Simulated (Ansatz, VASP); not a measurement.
# Two plane-wave programs on AlAu2

The input INCAR:

```
ALGO = Fast
EDIFF = 1E-6
ENCUT = 520
GGA = CA
ISIF = 2
ISMEAR = 0
LASPH = True
LCHARG = True
LELF = True
LREAL = False
LVHAR = True
LWAVE = False
NBANDS = 20
NELM = 100
PREC = Accurate
SIGMA = 0.15
```

KPOINTS

```
k-points
0
Gamma
  16 16 16
```

Contents of POSCAR:

```
AlAu2
1.0
   -1.6523234788      1.6523234788      4.3287266251
    1.6523234788     -1.6523234788      4.3287266251
    1.6523234788      1.6523234788     -4.3287266251
Al Au
1 2
Direct
    0.0000000000      0.0000000000      0.0000000000
    0.6570428093      0.6570428093      0.0000000000
    0.3429571907      0.3429571907      0.0000000000
```

Input for Ansatz:

```yaml
crystal:
  lattice:
    - [-1.6523234788, 1.6523234788, 4.3287266251]
    - [1.6523234788, -1.6523234788, 4.3287266251]
    - [1.6523234788, 1.6523234788, -4.3287266251]
  atoms:
    - { symbol: Al, position: [0.0, 0.0, 0.0] }
    - { symbol: Au, position: [0.6570428093, 0.6570428093, 0.0] }
    - { symbol: Au, position: [0.3429571907, 0.3429571907, 0.0] }
basis:
  ecutwfc: 420
kpoints:
  mp_grid: { grid: [16, 16, 16] }
hamiltonian:
  xc: lda
scf:
  occupations: { method: gaussian, width: 0.15 }
output:
  forces: true
  stress: true
  eigenvalues: true
  write_density: true
  write_potential: true
  elf: true
  volumetric_format: npy
```

Alike in both runs: task single point; functional LDA; k mesh 16 × 16 × 16; occupations gaussian, width 0.15 eV; no spin polarisation.

```csv
,VASP,Ansatz
version,VASP 6.6.1,Ansatz 0.2.0
potentials or method,"VASP PAW LDA potentials, release 64 (Al, Au), cutoff 520 eV","scalar-relativistic, plane waves, PAW"
valence electrons in the cell,25,41
```

|  | VASP | Ansatz | Ansatz less VASP |
| --- | --- | --- | --- |
| gap on the k mesh at the Fermi level (eV) | none | none | - |
| pressure (GPa) | 0.3 | 0.0 | -0.37 |
| traceless stress, the component that is largest in VASP (GPa) | 0.27 | 0.15 | -0.117 |
| rms of the force components (eV/Å) | 0.003 | 0.004 | +0.0010 |

LDA's correlation is that of Perdew and Zunger in VASP and of Perdew and Wang (1992) in Ansatz. Atom by atom the forces differ by 0.006 eV/Å (rms over components). A gap of «none» marks a metal or a gap that the smearing closes. VASP's potentials hold 25 valence electrons a cell and Ansatz's 41, so a difference there can come from the potentials and not from the codes.

Neither program's run includes spin-orbit coupling.
